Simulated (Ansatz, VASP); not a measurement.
GaP in VASP and in Ansatz

POSCAR

```
GaP
1.0
    0.0000000000      2.8071612660      2.8071612660
    2.8071612660      0.0000000000      2.8071612660
    2.8071612660      2.8071612660      0.0000000000
Ga P
1 1
Direct
    0.0000000000      0.0000000000      0.0000000000
    0.2500000000      0.2500000000      0.2500000000
```

Contents of INCAR.step1:

```
SYSTEM = GaP
  PREC = Accurate
  ENCUT = 520
  ISMEAR = 0
  SIGMA = 0.01
  LREAL = .FALSE.
  LASPH = .TRUE.
  NELM = 60
  NBANDS = 16
  GGA = PE
  ALGO = Normal
  EDIFF = 1E-4
  LWAVE = .TRUE.
  LCHARG = .FALSE.
```

Contents of INCAR.step2:

```
SYSTEM = GaP
  PREC = Accurate
  ENCUT = 520
  EDIFF = 1E-7
  ISMEAR = 0
  SIGMA = 0.01
  LREAL = .FALSE.
  LASPH = .TRUE.
  NELM = 60
  ALGO = Normal
  ISIF = 2
  LWAVE = .FALSE.
  LCHARG = .FALSE.
  METAGGA = R2SCAN
  LMIXTAU = .TRUE.
  NBANDS = 16
  ISTART = 1
```

KPOINTS

```
regular mesh
0
G
  8 8 8
  0 0 0
```

Input for Ansatz:

```yaml
crystal:
  lattice:
    - [0.0, 2.807161266, 2.807161266]
    - [2.807161266, 0.0, 2.807161266]
    - [2.807161266, 2.807161266, 0.0]
  atoms:
    - { symbol: Ga, position: [0.0, 0.0, 0.0] }
    - { symbol: P, position: [0.25, 0.25, 0.25] }
kpoints:
  mp_grid: { grid: [8, 8, 8] }
  band_path:
    path:
      - [0.0, 0.0, 0.0]
      - [-0.5, -0.5, 0.0]
      - [-0.375, -0.375, 0.25]
      - [-0.375, 0.0, 0.375]
      - [0.0, 0.0, 0.5]
      - [-0.5, -0.25, 0.25]
    npoints: 1
hamiltonian:
  xc: r2scan
scf:
  occupations: { method: fixed }
  n_extra_bands: 4
output:
  forces: true
  stress: true
  eigenvalues: true
  write_density: true
  write_potential: true
  elf: true
  volumetric_format: npy
```

Change from the starting cell: hydrostatic strain +3.0%.

Alike in both runs: task single point; functional r2SCAN; k mesh 8 × 8 × 8; no spin polarisation.

|  | VASP | Ansatz |
| --- | --- | --- |
| version | VASP 6.6.1 | Ansatz 0.2.0 |
| potentials or method | VASP PAW PBE potentials, release 64 (Ga_d, P) | plane waves, PAW |
| plane-wave cutoff (eV) | 520 | 500 |
| occupations | gaussian, width 0.01 eV | fixed |
| valence electrons in the cell | 18 | 18 |

```tsv
	VASP	Ansatz	Ansatz less VASP
gap on the k mesh at the Fermi level (eV)	1.58	1.59	+0.018
pressure (GPa)	-6.4	-6.4	+0.03
```

VASP's potentials were made for PBE, not for r2SCAN.
